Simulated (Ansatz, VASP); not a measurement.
BP: VASP beside Ansatz

```
B P
1.0
     0.00000    2.30871    2.26900
     2.26900    0.00000    2.26900
     2.26900    2.30871    0.00000
B P
1 1
Direct
  0.00000 0.00000 0.00000
  0.75000 0.75000 0.75000
```

Change from the starting cell: strain +0.0175 x Voigt [0, 1, 0, 0, 0, 0], atoms carried along.

Alike in both runs: task single point; functional PBE; k mesh 10 × 10 × 10; occupations gaussian, width 0.05 eV; no spin polarisation.

|  | VASP | Ansatz |
| --- | --- | --- |
| version | VASP 6.6.1 | Ansatz 0.2.0 |
| potentials or method | VASP PAW PBE potentials, release 64 (B, P), cutoff 520 eV | scalar-relativistic, plane waves, PAW |
| valence electrons in the cell | 8 | 8 |

|  | VASP | Ansatz | Ansatz less VASP |
| --- | --- | --- | --- |
| gap on the k mesh at the Fermi level (eV) | 1.13 | 1.14 | +0.004 |
| least direct gap on the mesh (eV) | 3.29 | 3.29 | +0.003 |
| pressure (GPa) | -1.9 | -1.7 | +0.22 |
| traceless stress, the component that is largest in VASP (GPa) | -3.13 | -3.12 | +0.005 |
